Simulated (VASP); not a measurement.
Write the native input for VASP 6.6.1 that does the following.

- Task: single point
- Functional: PBE
- Potentials or basis: VASP PAW PBE potentials, release 64 (Zn, O)
- Cutoff: 520 eV
- k mesh: 8 × 4 × 4
- Occupations: gaussian, width 0.2 eV
- Spin: no spin polarisation
- Dipole correction: no
- Further INCAR settings: ALGO = Normal; EDIFF = 1e-06; NBANDS = 65

The structure of Zn4O lies in POSCAR:

```
Zn4O
1.0
    1.4859847584     -2.5738011008      0.0000000000
   -4.4579542752     -2.5738011008      0.0000000000
    0.0000000000      0.0000000000     -8.8315155053
Zn O
8 2
Direct
    1.0000000000      0.6666666667      0.1501030888
    0.5000000000      0.1666666667      0.1501030888
    0.5000000000      0.8333333333      0.8498969112
    1.0000000000      0.3333333333      0.8498969112
    0.5000000000      0.8333333333      0.3833189406
    1.0000000000      0.3333333333      0.3833189406
    1.0000000000      0.6666666667      0.6166810594
    0.5000000000      0.1666666667      0.6166810594
    0.5000000000      0.5000000000      1.0000000000
    0.0000000000      0.0000000000      0.0000000000
```

One way to write it, as run:

INCAR

```
PREC = Accurate ; ENCUT = 520
EDIFF = 1E-6 ; ISMEAR = 0
SIGMA = 0.2 ; LREAL = F
LASPH = T ; NELM = 80
ALGO = Normal ; ISIF = 2
LWAVE = F ; LCHARG = F
GGA = PE ; NBANDS = 65
```

KPOINTS

```
regular mesh
0
Gamma
  8 4 4
```

Potentials or basis: VASP PAW PBE potentials, release 64 (Zn, O).

Run with:

```console
$ cat potpaw_PBE.64/Zn/POTCAR potpaw_PBE.64/O/POTCAR > POTCAR
$ mpirun -np 1 vasp_std > vasp.out
```

Results of the run:

```yaml
Pressure: 0.4 GPa
Largest_force: 0.089 eV/Å
Band_gap_on_the_k_mesh: zero (bands 54 and 55 overlap by 1.33 eV)
```

Wall time 10 min on 1 thread of Oxide Virtual Turin-like Processor (shared host), peak memory 0.41 GiB.
